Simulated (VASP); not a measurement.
# Pd (Im-3m) in VASP: further runs, part 2 of 2

VASP 6.6.1.

**3. Relaxation of cell and atoms, PBE**

This run uses another cell than the first one, of 14.75 Å³/atom.

INCAR

```
SYSTEM = Pd
ALGO = Normal ; EDIFF = 1E-7
EDIFFG = -0.03 ; ENCUT = 500
GGA = PE ; GGA_COMPAT = .FALSE.
IBRION = 2 ; ISIF = 3
ISMEAR = -1 ; LASPH = .TRUE.
LCHARG = .FALSE. ; LREAL = .FALSE.
LWAVE = .FALSE. ; NELM = 120
NELMIN = 4 ; NSW = 80
PREC = Accurate ; SIGMA = 0.05
```

KPOINTS

```
k-points
0
G
  11 11 11
  0 0 0
```

POSCAR

```
Pd
1.0
   -1.5450000000      1.5450000000      1.5450000000
    1.5450000000     -1.5450000000      1.5450000000
    1.5450000000      1.5450000000     -1.5450000000
Pd
1
Direct
    0.0000000000      0.0000000000      0.0000000000
```

Potentials or basis: VASP PAW PBE potentials, release 64 (Pd).

Command:

```sh
$ cat potpaw_PBE.64/Pd/POTCAR > POTCAR
$ mpirun -np 1 vasp_std > vasp.out
```

OUTCAR:

```text
SYSTEM = Pd
   EDIFF = 1E-7
   EDIFFG = -0.03
   ENCUT = 500
   GGA = PE
   IBRION = 2
   ISIF = 3
   ISMEAR = -1
   LASPH = .TRUE.
   LREAL = .FALSE.
   NELM = 120
   NELMIN = 4
   NSW = 80
   PREC = Accurate

 ion  position               nearest neighbor table
   1  0.000  0.000  0.000-

  LATTYP: Found a body centered cubic cell.
 ALAT       =     3.0900000000

  Lattice vectors:

 A1 = (  -1.5450000000,   1.5450000000,   1.5450000000)
 A2 = (   1.5450000000,  -1.5450000000,   1.5450000000)
 A3 = (   1.5450000000,   1.5450000000,  -1.5450000000)

Analysis of symmetry for initial positions (statically):
=====================================================================
 Subroutine PRICEL returns:
 Original cell was already a primitive cell.

 Routine SETGRP: Setting up the symmetry group for a
 body centered cubic supercell.

 Subroutine GETGRP returns: Found 48 space group operations
 (whereof 48 operations were pure point group operations)
 out of a pool of 48 trial point group operations.

The static configuration has the point symmetry O_h .

Analysis of symmetry for dynamics (positions and initial velocities):
=====================================================================
 Subroutine PRICEL returns:
 Original cell was already a primitive cell.

 Routine SETGRP: Setting up the symmetry group for a
 body centered cubic supercell.

 Subroutine GETGRP returns: Found 48 space group operations
 (whereof 48 operations were pure point group operations)
 out of a pool of 48 trial point group operations.

The dynamic configuration has the point symmetry O_h .

 Subroutine INISYM returns: Found 48 space group operations
 (whereof 48 operations are pure point group operations),
 and found     1 'primitive' translations

----------------------------------------------------------------------------------------
[... 125 lines left out ...]
  volume of cell :       14.75
 maximum number of plane-waves:       384
   NGX =  9   NGY =  9   NGZ =  9

--------------------------------------- Ionic step        1  -------------------------------------------

 number of electron      10.0000000 magnetization

 Free energy of the ion-electron system (eV)
  ---------------------------------------------------
  ext. energy  EPLUGINS =         0.00000000
  ---------------------------------------------------
  free energy    TOTEN  =        -5.15273472 eV

  energy without entropy =       -5.13980763  energy(sigma->0) =       -5.14627117

------------------------ aborting loop because EDIFF is reached ----------------------------------------

  FORCE on cell =-STRESS in cart. coord.  units (eV):
  Direction    XX          YY          ZZ          XY          YZ          ZX
  --------------------------------------------------------------------------------------
  -------------------------------------------------------------------------------------
  Total        0.7814330      0.7814330      0.7814330      0.0000000     -0.0000000      0.0000000
  in kB       84.8705279     84.8705279     84.8705279      0.0000000     -0.0000000      0.0000000
  external PRESSURE =      84.8705279 kB  Pullay stress =       0.0000000 kB
[... 57 lines left out ...]
--------------------------------------- Ionic step        3  -------------------------------------------

 number of electron      10.0000005 magnetization

 Free energy of the ion-electron system (eV)
  ---------------------------------------------------
  ext. energy  EPLUGINS =         0.00000000
  ---------------------------------------------------
  free energy    TOTEN  =        -5.17018651 eV

  energy without entropy =       -5.15686551  energy(sigma->0) =       -5.16352601

 E-fermi :   9.0132     XC(G=0): -12.8886

 val. band max:        8.9655003673   @ k =  -0.3636   0.4545   0.2727
 cond. band min:       9.0132370331   @ k =   0.4545   0.0909   0.0000
 fundamental gap:      0.0477366658
 Fermi energy:         9.0131671116

 k-point     1 :       0.0000    0.0000    0.0000
  band No.  band energies     occupation
      1       2.2390      2.00000
      2       6.2675      2.00000
      3       6.2675      2.00000
      4       6.2675      2.00000
      5       8.1252      2.00000
      6       8.1252      2.00000
      7      28.2998      0.00000
      8      28.2998      0.00000
      9      28.2998      0.00000
[... 265 lines left out ...]
 k-point    24 :       0.3636    0.1818    0.0909
  band No.  band energies     occupation
      1       4.8848      2.00000
      2       5.3091      2.00000
      3       6.9473      2.00000
      4       8.2171      2.00000
      5       8.3947      1.99999
      6      14.3724      0.00000
      7      16.6452      0.00000
      8      20.7496      0.00000
      9      23.2509      0.00000

 [... further k-points ...]

------------------------ aborting loop because EDIFF is reached ----------------------------------------

  FORCE on cell =-STRESS in cart. coord.  units (eV):
  Direction    XX          YY          ZZ          XY          YZ          ZX
  --------------------------------------------------------------------------------------
  -------------------------------------------------------------------------------------
  Total       -0.0102791     -0.0102791     -0.0102791      0.0000000      0.0000000      0.0000000
  in kB       -1.0655149     -1.0655149     -1.0655149      0.0000000      0.0000000      0.0000000
  external PRESSURE =      -1.0655149 kB  Pullay stress =       0.0000000 kB
[... 16 lines left out ...]
  FREE ENERGIE OF THE ION-ELECTRON SYSTEM (eV)
  ---------------------------------------------------
  free  energy   TOTEN  =        -5.1701865142 eV

  energy  without entropy=       -5.1568655136  energy(sigma->0) =       -5.16352601

 reached required accuracy - stopping structural energy minimisation
```

Run time: 6.7 s. Hardware: 1 thread of AMD EPYC 9R45 (Zen 5), shared host; peak memory 0.1 GiB.

Results:

```yaml
Free_energy: -5.1702 eV
Relaxed_volume: 15.46 Å³/atom
Relaxed_cell: a = 2.718 Å, b = 2.718 Å, c = 2.718 Å, α = 109.47°, β = 109.47°, γ = 109.47°
Space_group_after_relaxing_to_0.1_Å: Im-3m (No. 229)
Energy_gained_by_relaxing: 17.5 meV/atom
Ionic_steps: 3
Pressure_after_relaxing: -0.1 GPa
Band_gap_on_the_k_mesh: zero (bands 5 and 6 overlap by 1.47 eV)
```

The path:
```tsv
step	energy change (eV)	largest force (eV/Å)	pressure (GPa)	volume (Å³)
1	0.0000	0.0000	8.49	14.75
2	0.0134	0.0000	-8.86	16.48
3	-0.0175	0.0000	-0.11	15.46
```

Final structure:
```
Pd
1.0
    -1.56922    1.56922    1.56922
     1.56922   -1.56922    1.56922
     1.56922    1.56922   -1.56922
Pd
1
Direct
  0.00000 0.00000 0.00000
```

The gap in the log of VASP goes by the Fermi energy; the results here count the filled bands.